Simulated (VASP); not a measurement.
# Cs (Pm-3m) in VASP: notebook, part 2 of 3

VASP 6.6.1.

## 3. Single point, LDA (volume scaled by 0.6)

Input file INCAR:

```
ALGO = Normal ; EDIFF = 1E-6
ENCUT = 520 ; ISIF = 2
ISMEAR = -1 ; LASPH = T
LCHARG = T ; LELF = T
LREAL = F ; LVHAR = T
LWAVE = F ; NBANDS = 10
NELM = 60 ; PREC = Accurate
SIGMA = 0.1
```

Input file KPOINTS:

```
k-points
0
Gamma
  8 8 8
```

Input file POSCAR:

```
Cs
1.0
    3.9617347771      0.0000000000      0.0000000000
    0.0000000000      3.9617347771      0.0000000000
    0.0000000000      0.0000000000      3.9617347771
Cs
1
Direct
    0.0000000000      0.0000000000      0.0000000000
```

Potentials or basis: VASP PAW LDA potentials, release 64 (Cs_sv).

Command:

```bash
$ cat potpaw_LDA.64/Cs_sv/POTCAR > POTCAR
$ mpirun -np 1 vasp_std > vasp.out
```

OUTCAR:

```text
EDIFF = 1E-6
   ENCUT = 520
   ISIF = 2
   ISMEAR = -1
   LASPH = T
   LREAL = F
   NELM = 60
   PREC = Accurate

 ion  position               nearest neighbor table
   1  0.000  0.000  0.000-

  LATTYP: Found a simple cubic cell.
 ALAT       =     3.9617347771

  Lattice vectors:

 A1 = (   3.9617347771,   0.0000000000,   0.0000000000)
 A2 = (   0.0000000000,   3.9617347771,   0.0000000000)
 A3 = (   0.0000000000,   0.0000000000,   3.9617347771)

Analysis of symmetry for initial positions (statically):
=====================================================================
 Subroutine PRICEL returns:
 Original cell was already a primitive cell.

 Routine SETGRP: Setting up the symmetry group for a
 simple cubic supercell.

 Subroutine GETGRP returns: Found 48 space group operations
 (whereof 48 operations were pure point group operations)
 out of a pool of 48 trial point group operations.

The static configuration has the point symmetry O_h .

Analysis of symmetry for dynamics (positions and initial velocities):
=====================================================================
 Subroutine PRICEL returns:
 Original cell was already a primitive cell.

 Routine SETGRP: Setting up the symmetry group for a
 simple cubic supercell.

 Subroutine GETGRP returns: Found 48 space group operations
 (whereof 48 operations were pure point group operations)
 out of a pool of 48 trial point group operations.

The dynamic configuration has the point symmetry O_h .

 Subroutine INISYM returns: Found 48 space group operations
 (whereof 48 operations are pure point group operations),
 and found     1 'primitive' translations

----------------------------------------------------------------------------------------

                                     Primitive cell

  volume of cell :      62.1808

  direct lattice vectors                    reciprocal lattice vectors
     3.961734777  0.000000000  0.000000000     0.252414676  0.000000000  0.000000000
     0.000000000  3.961734777  0.000000000     0.000000000  0.252414676  0.000000000
     0.000000000  0.000000000  3.961734777     0.000000000  0.000000000  0.252414676

  length of vectors
     3.961734777  3.961734777  3.961734777     0.252414676  0.252414676  0.252414676

  position of ions in fractional coordinates (direct lattice)
     0.000000000  0.000000000  0.000000000

  ion indices of the primitive-cell ions
   primitive index   ion index
                 1           1

----------------------------------------------------------------------------------------

 KPOINTS: k-points

Automatic generation of k-mesh.
 Grid dimensions read from file:
 generate k-points for:    8    8    8

 Generating k-lattice:

  Cartesian coordinates                     Fractional coordinates (reciprocal lattice)
     0.031551834  0.000000000  0.000000000     0.125000000  0.000000000  0.000000000
     0.000000000  0.031551834  0.000000000     0.000000000  0.125000000  0.000000000
     0.000000000  0.000000000  0.031551834     0.000000000  0.000000000  0.125000000

  Length of vectors
     0.031551834  0.031551834  0.031551834

  Shift w.r.t. Gamma in fractional coordinates (k-lattice)
     0.000000000  0.000000000  0.000000000

 Subroutine IBZKPT returns following result:
 ===========================================

 Found     35 irreducible k-points:

 Following reciprocal coordinates:
            Coordinates               Weight
  0.000000  0.000000  0.000000      1.000000
  0.125000  0.000000  0.000000      6.000000
  0.250000  0.000000  0.000000      6.000000
  0.375000  0.000000  0.000000      6.000000
  0.500000  0.000000  0.000000      3.000000
  0.125000  0.125000  0.000000     12.000000
[... 16 lines left out ...]
  0.375000  0.375000  0.125000     24.000000
  0.500000  0.375000  0.125000     24.000000
 [... further k-points ...]
   k-points           NKPTS =     35   k-points in BZ     NKDIM =     35   number of bands    NBANDS=     10
   number of dos      NEDOS =    301   number of ions     NIONS =      1
   total plane-waves  NPLWV =  27000
   dimension x,y,z NGX =    30 NGY =   30 NGZ =   30
   dimension x,y,z NGXF=    60 NGYF=   60 NGZF=   60
   ions per type =               1
   NGX,Y,Z   is equivalent  to a cutoff of  12.59, 12.59, 12.59 a.u.
   NGXF,Y,Z  is equivalent  to a cutoff of  25.18, 25.18, 25.18 a.u.
 SYSTEM =  unknown system
   PREC   = accura    normal or accurate (medium, high low for compatibility)
   ISTART =      0    job   : 0-new  1-cont  2-samecut
   ICHARG =      2    charge: 1-file 2-atom 10-const
   ISPIN  =      1    spin polarized calculation?
   LNONCOLLINEAR =      F non collinear calculations
   LSORBIT =      F    spin-orbit coupling
   LASPH  =      T    aspherical Exc in radial PAW
   ENCUT  =  520.0 eV  38.22 Ry    6.18 a.u.   7.37  7.37  7.37*2*pi/ulx,y,z
   NELM   =     60;   NELMIN=  2; NELMDL= -5     # of ELM steps
   EDIFF  = 0.1E-05   stopping-criterion for ELM
   LREAL  =      F    real-space projection
   EDIFFG = 0.1E-04   stopping-criterion for IOM
   NSW    =      0    number of steps for IOM
   IBRION =     -1    ionic relax: 0-MD 1-quasi-New 2-CG
   NFREE  =      0    steps in history (QN), initial steepest desc. (CG)
   ISIF   =      2    stress and relaxation
   ISYM   =      2    0-nonsym 1-usesym 2-fastsym
   POTIM  = 0.5000    time-step for ionic-motion
   TEBEG  =    0.0;   TEEND  =   0.0 temperature during run
   PSTRESS=    0.0 pullay stress
   NELECT =       9.0000    total number of electrons
   NUPDOWN=      -1.0000    fix difference up-down
   EMIN   =  10.00;   EMAX   =-10.00  energy-range for DOS
   EFERMI =   0.00;   METHOD = LEGACY
   ISMEAR =    -1;   SIGMA  =   0.10  broadening in eV -4-tet -1-fermi 0-gaus
   EFERMI_NEDOS =   21; number of points for ismear=-14 and -15
   IALGO  =     38    algorithm
   IMIX   =      4    mixing-type and parameters
     AMIX     =   0.40;   BMIX     =  1.00
     AMIX_MAG =   1.60;   BMIX_MAG =  1.00
  volume/ion in A,a.u.               =      62.18       419.62
  Fermi-wavevector in a.u.,A,eV,Ry     =   0.859548  1.624311 10.052300  0.738823
  Thomas-Fermi vector in A             =   1.976920
   LORBIT       =      0    0 simple, 1 ext, 2 COOP (PROOUT), +10 PAW based schemes
   GGA     = CA    functional components
   LHFCALC =     F    Hartree Fock is set to
   AEXX    =    0.0000 exact exchange contribution
   IVDW    =     0    specifies the selected vdW correction
   LEPSILON=     F    determine dielectric tensor
   LRPA    =     F    only Hartree local field effects (RPA)
 non-spin polarized calculation
  energy-cutoff  :      520.00
  volume of cell :       62.18
 maximum number of plane-waves:      1743
 NGX is ok and might be reduce to    30
   NGX = 15   NGY = 15   NGZ = 15

 number of electron       8.9999996 magnetization

 Free energy of the ion-electron system (eV)
  ---------------------------------------------------
  ext. energy  EPLUGINS =         0.00000000
  ---------------------------------------------------
  free energy    TOTEN  =        -0.76926385 eV

  energy without entropy =       -0.71023276  energy(sigma->0) =       -0.73974830

 E-fermi :   2.2472     XC(G=0):  -7.3662

 val. band max:        2.1537193649   @ k =   0.3750   0.3750   0.1250
 cond. band min:       2.2805157022   @ k =   0.5000   0.3750   0.2500
 fundamental gap:      0.1267963372
 Fermi energy:         2.2471721603

 k-point     1 :       0.0000    0.0000    0.0000
  band No.  band energies     occupation
      1     -21.6509      2.00000
      2      -7.9103      2.00000
      3      -7.9103      2.00000
      4      -7.9103      2.00000
      5       0.2405      2.00000
      6       3.1984      0.00015
      7       3.1984      0.00015
      8       8.8525      0.00000
      9       8.8525      0.00000
     10       8.8525      0.00000
[... 287 lines left out ...]
 k-point    24 :       0.5000    0.3750    0.1250
  band No.  band energies     occupation
      1     -21.4362      2.00000
      2      -8.8956      2.00000
      3      -8.7239      2.00000
      4      -7.8682      2.00000
      5       1.9806      1.86998
      6       4.1971      0.00000
      7       4.9316      0.00000
      8       5.4037      0.00000
      9       7.4345      0.00000
     10       7.9287      0.00000

 [... further k-points ...]

------------------------ aborting loop because EDIFF is reached ----------------------------------------

  FORCE on cell =-STRESS in cart. coord.  units (eV):
  Direction    XX          YY          ZZ          XY          YZ          ZX
  --------------------------------------------------------------------------------------
  -------------------------------------------------------------------------------------
  Total        0.4713726      0.4713726      0.4713726      0.0000000      0.0000000     -0.0000000
  in kB       12.1455926     12.1455926     12.1455926      0.0000000      0.0000000     -0.0000000
  external PRESSURE =      12.1455926 kB  Pullay stress =       0.0000000 kB

 VOLUME and BASIS-vectors are now :
 -----------------------------------------------------------------------------
  energy-cutoff  :      520.00
  volume of cell :       62.18
      direct lattice vectors                 reciprocal lattice vectors
     3.961734777  0.000000000  0.000000000     0.252414676  0.000000000  0.000000000
     0.000000000  3.961734777  0.000000000     0.000000000  0.252414676  0.000000000
     0.000000000  0.000000000  3.961734777     0.000000000  0.000000000  0.252414676

 POSITION                                       TOTAL-FORCE (eV/Angst)
 -----------------------------------------------------------------------------------
      0.00000      0.00000      0.00000         0.000000      0.000000      0.000000
 -----------------------------------------------------------------------------------
    total drift:                                0.000000      0.000000     -0.000000

  FREE ENERGIE OF THE ION-ELECTRON SYSTEM (eV)
  ---------------------------------------------------
  free  energy   TOTEN  =        -0.7692638478 eV

  energy  without entropy=       -0.7102327608  energy(sigma->0) =       -0.73974830
```

OSZICAR:

```text
N       E                     dE             d eps       ncg     rms          rms(c)
DAV:   1     0.438917475369E+02    0.43892E+02   -0.34226E+03   700   0.677E+02
DAV:   2     0.242158575760E+01   -0.41470E+02   -0.40623E+02   866   0.116E+02
DAV:   3    -0.765371371136E+00   -0.31870E+01   -0.31797E+01   816   0.346E+01
DAV:   4    -0.790215514489E+00   -0.24844E-01   -0.24839E-01   818   0.368E+00
DAV:   5    -0.790336950930E+00   -0.12144E-03   -0.12144E-03   898   0.255E-01    0.448E-01
DAV:   6    -0.775169610718E+00    0.15167E-01   -0.18012E-02   768   0.631E-01    0.229E-01
DAV:   7    -0.769477056470E+00    0.56926E-02   -0.18205E-02   746   0.628E-01    0.903E-02
DAV:   8    -0.769264469047E+00    0.21259E-03   -0.25007E-04   976   0.113E-01    0.773E-03
DAV:   9    -0.769263847814E+00    0.62123E-06   -0.15054E-06   800   0.720E-03
   1 F= -.76926385E+00 E0= -.73974830E+00  d E =-.590311E-01
```

Wall time 9.7 s (1 thread of Intel Xeon 6975P-C, shared host); peak memory 0.15 GiB.

Results:

| Property | Result |
| --- | --- |
| Free energy | -0.7693 eV |
| Pressure | 1.2 GPa |

Caveat: spin-orbit coupling is left out, which moves the levels of the heavy elements.

(Continued in part 3 of 3.)
